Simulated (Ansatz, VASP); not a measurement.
## Hf2SnS3 in VASP and in Ansatz

INCAR

```
PREC = Accurate ; ENCUT = 600
EDIFF = 1E-6 ; ISMEAR = 0
SIGMA = 0.1 ; LREAL = False
LASPH = True ; NELM = 100
ALGO = Normal ; ISIF = 3
LWAVE = False ; LCHARG = False
GGA = PE ; IBRION = 2
NSW = 90 ; EDIFFG = -0.04
```

The input KPOINTS:

```
regular mesh
0
Gamma
  6 6 4
```

File POSCAR:

```
Hf2SnS3
1.0
    4.9246043700      0.0000000000      0.0000000000
   -2.4623021900      4.2648324900      0.0000000000
    0.0000000000      0.0000000000      7.2069184100
Hf Sn S
2 1 3
Direct
    0.3333333300      0.6666666700      0.5000000000
    0.6666666700      0.3333333300      0.5000000000
    0.0000000000      0.0000000000      0.5000000000
    0.3333333300      0.6666666700      0.0000000000
    0.6666666700      0.3333333300      0.0000000000
    0.0000000000      0.0000000000      0.0000000000
```

Input for Ansatz:

```yaml
crystal:
  lattice:
    - [4.92460437, 0.0, 0.0]
    - [-2.46230219, 4.26483249, 0.0]
    - [0.0, 0.0, 7.20691841]
  atoms:
    - { symbol: Hf, position: [0.33333333, 0.66666667, 0.5] }
    - { symbol: Hf, position: [0.66666667, 0.33333333, 0.5] }
    - { symbol: Sn, position: [0.0, 0.0, 0.5] }
    - { symbol: S, position: [0.33333333, 0.66666667, 0.0] }
    - { symbol: S, position: [0.66666667, 0.33333333, 0.0] }
    - { symbol: S, position: [0.0, 0.0, 0.0] }
basis:
  ecutwfc: 420
kpoints:
  mp_grid: { grid: [6, 6, 4] }
hamiltonian:
  xc: pbe
scf:
  occupations: { method: gaussian, width: 0.1 }
  lower_state_search: "off"
output:
  forces: true
  stress: true
  eigenvalues: true
relax:
  adjacent_minimum: "off"
  f_tol: 0.04
  max_steps: 70
  cell: { stress_tol: 0.4 }
```

Alike in both runs: task relaxation of cell and atoms; functional PBE; k mesh 6 × 6 × 4; occupations gaussian, width 0.1 eV; no spin polarisation.

|  | VASP | Ansatz |
| --- | --- | --- |
| version | VASP 6.6.1 | Ansatz 0.2.0 |
| potentials or method | VASP PAW PBE potentials, release 64 (Hf_pv, Sn_d, S), cutoff 600 eV | scalar-relativistic, plane waves, PAW |
| valence electrons in the cell | 52 | 84 |

```csv
,VASP,Ansatz,Ansatz less VASP
"gap on the k mesh at the Fermi level, each at its own relaxed structure (eV)",none,none,-
relaxed volume (Å³/atom),23.35,23.34,-0.015
relaxed length of the cell vector where the two differ most in proportion (Å),4.897,4.902,+0.0050
```

A gap of «none» marks a metal or a gap that the smearing closes. VASP's potentials hold 52 valence electrons a cell and Ansatz's 84, so a difference there can come from the potentials and not from the codes.

Spin-orbit coupling is off throughout.
